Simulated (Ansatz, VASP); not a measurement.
**Two plane-wave programs on BeAl3**

```
CELL_PARAMETERS angstrom
-1.94219 1.94219 3.85189
1.94219 -1.94219 3.85189
1.94219 1.94219 -3.85189
ATOMIC_POSITIONS crystal
Al 0.50000 0.50000 0.00000
Al 0.25000 0.75000 0.50000
Al 0.75000 0.25000 0.50000
Be 0.00000 0.00000 0.00000
```

Alike in both runs: functional LDA; k mesh 6 × 6 × 6; occupations fermi-dirac, width 0.05 eV; no spin polarisation.

```csv
,VASP,Ansatz
version,VASP 6.6.1,Ansatz 0.2.0
potentials or method,"VASP PAW LDA potentials, release 64 (Al, Be)",Ansatz PAW
plane-wave cutoff (eV),520,420
valence electrons in the cell,11,11
task,single point,band structure
```

```csv
,VASP,Ansatz,Ansatz less VASP
gap on the k mesh at the Fermi level (eV),none,none,-
pressure (GPa),-3.1,-3.2,-0.11
"traceless stress, the component that is largest in VASP (GPa)",-2.33,-2.35,-0.022
```

LDA's correlation is that of Perdew and Zunger in VASP and of Perdew and Wang (1992) in Ansatz. A gap of «none» marks a metal or a gap that the smearing closes.

The k mesh is coarse, so the values compare programs but aren't converged.
